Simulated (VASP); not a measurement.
Al2O3, 5 atoms in the cell. Symmetry: P-6m2, No. 187, hexagonal system. Conventional cell: a = 2.884 Å, b = 2.884 Å, c = 9.337 Å, α = 90.00°, β = 90.00°, γ = 120.00°. Al (site symmetry 3m) has 6 O at 1.80 to 2.18 Å within 2.4 Å. O (site symmetry 3m) has 3 Al at 1.80 Å within 2.4 Å. O (site symmetry -6m2) has 6 Al at 2.18 Å and 12 O at 2.66 to 2.88 Å within 2.9 Å. 

- Program: VASP 6.6.1
- Task: single point
- Functional: r2SCAN
- Potentials or basis: VASP PAW PBE potentials, release 64 (Al, O)
- Cutoff: 520 eV
- k mesh: 9 × 9 × 3
- Occupations: methfessel-paxton, width 0.005 eV
- Spin: no spin polarisation
- Dipole correction: no
- Further INCAR settings: ALGO = Normal; EDIFF = 1e-06; NBANDS = 20

Potentials or basis: VASP PAW PBE potentials, release 64 (Al, O).

Launch:

```bash
$ cat potpaw_PBE.64/Al/POTCAR potpaw_PBE.64/O/POTCAR > POTCAR
$ cp INCAR.step1 INCAR
$ mpirun -np 1 vasp_std > vasp.out
$ cp INCAR.step2 INCAR
$ mpirun -np 1 vasp_std > vasp.out
```

Hardware: 1 thread of Intel(R) Xeon(R) 6975P-C (Granite Rapids) (shared host).

Task: How long does it take, and how much memory?

Result: Wall time 80 s on 1 thread of Intel(R) Xeon(R) 6975P-C (Granite Rapids) (shared host), peak memory 0.2 GiB. Counts: k points 24.
